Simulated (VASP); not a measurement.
The system is Bi.

```
Bi
1.0
    -1.95465    1.95465    1.95465
     1.95465   -1.95465    1.95465
     1.95465    1.95465   -1.95465
Bi
1
Direct
  0.00000 0.00000 0.00000
```

This isn't the form of Bi at room conditions, which is rhombohedral.

Base run:

- Program: VASP 6.6.1
- Functional: b88 exchange, pbe correlation
- Potentials or basis: VASP PAW PBE potentials, release 64 (Bi_d)
- Cutoff: 500 eV
- k mesh: 9 × 9 × 9
- Occupations: fermi-dirac, width 0.05 eV
- Spin: no spin polarisation

Its results: band gap on the k mesh zero (an odd number of electrons rules out a gap without spin polarisation); pressure 3.2 GPa.

**Question.** The run is repeated on the same cell with these changes: functional from b88 exchange, pbe correlation to r2SCAN0; cutoff from 500 eV to 520 eV; k mesh from 9 × 9 × 9 to 5 × 5 × 5. What comes out?

**Answer.** Band gap on the k mesh zero (an odd number of electrons rules out a gap without spin polarisation); pressure -0.2 GPa.

Several settings changed at once.

Caveats: some runs use coarse meshes; the PAW data sets were made with another functional, which shifts forces and pressure a little; spin-orbit coupling is left out, which moves the levels of the heavy elements; the cell stands under pressure (at least some runs).
